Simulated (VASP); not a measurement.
Here is a VASP 6.6.1 calculation.

File INCAR:

```
ALGO = Normal
EDIFF = 1E-7
ENCUT = 520
GGA = PE
ISIF = 2
ISMEAR = 0
LASPH = True
LCHARG = False
LREAL = False
LWAVE = False
NBANDS = 11
NELM = 100
PREC = Accurate
SIGMA = 0.05
```

KPOINTS

```
k-points
0
Gamma
  12 12 12
```

Contents of POSCAR:

```
C
1.0
    0.0000000000      1.8369020000      1.8101510000
    1.8369020000      0.0000000000      1.8101510000
    1.8369020000      1.8369020000      0.0000000000
C
2
Direct
    0.5000000000      0.5000000000      0.5000000000
    0.7500000000      0.7500000000      0.7500000000
```

Potentials or basis: VASP PAW PBE potentials, release 64 (C).

Run with:

```console
$ cat potpaw_PBE.64/C/POTCAR > POTCAR
$ mpirun -np 1 vasp_std > vasp.out
```

Problem. What does it give for the pressure?

Solution. -26.2 GPa.

Problem. Predict the band gap on the k mesh.

Solution. 3.64 eV, indirect (least direct gap 5.13 eV).

Stress tensor (GPa, compression positive):
```
-30.30   0.00   0.00
  0.00 -30.30   0.00
  0.00   0.00 -17.91
```

Caveat: the cell differs from its parent crystal (strain +0.030 along x and y, +0.015 along z). A k mesh can miss the band edges.
